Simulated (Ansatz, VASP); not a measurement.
**One calculation of Be, two programs**

```xyz
2
Lattice="2.2263 0.0000 0.0000 -1.1132 1.9281 0.0000 0.0000 0.0000 3.5164" Properties=species:S:1:pos:R:3 pbc="T T T"
Be    0.0000    1.2854    0.8791
Be    1.1132    0.6427    2.6373
```

Alike in both runs: functional LDA; k mesh 21 × 21 × 12; occupations gaussian, width 0.1 eV; no spin polarisation.

Ansatz relaxed the structure, and its values are those at the end. VASP's run is a single point on that final structure, the one shown.

```csv
,VASP,Ansatz
version,VASP 6.6.1,Ansatz 0.2.0
potentials or method,"VASP PAW LDA potentials, release 64 (Be), cutoff 520 eV","scalar-relativistic, plane waves, PAW"
valence electrons in the cell,4,4
```

```csv
,VASP,Ansatz,Ansatz less VASP
gap on the k mesh at the Fermi level (eV),none,none,-
pressure (GPa),0.4,0.0,-0.46
```

LDA's correlation is that of Perdew and Zunger in VASP and of Perdew and Wang (1992) in Ansatz. A gap of «none» marks a metal or a gap that the smearing closes.
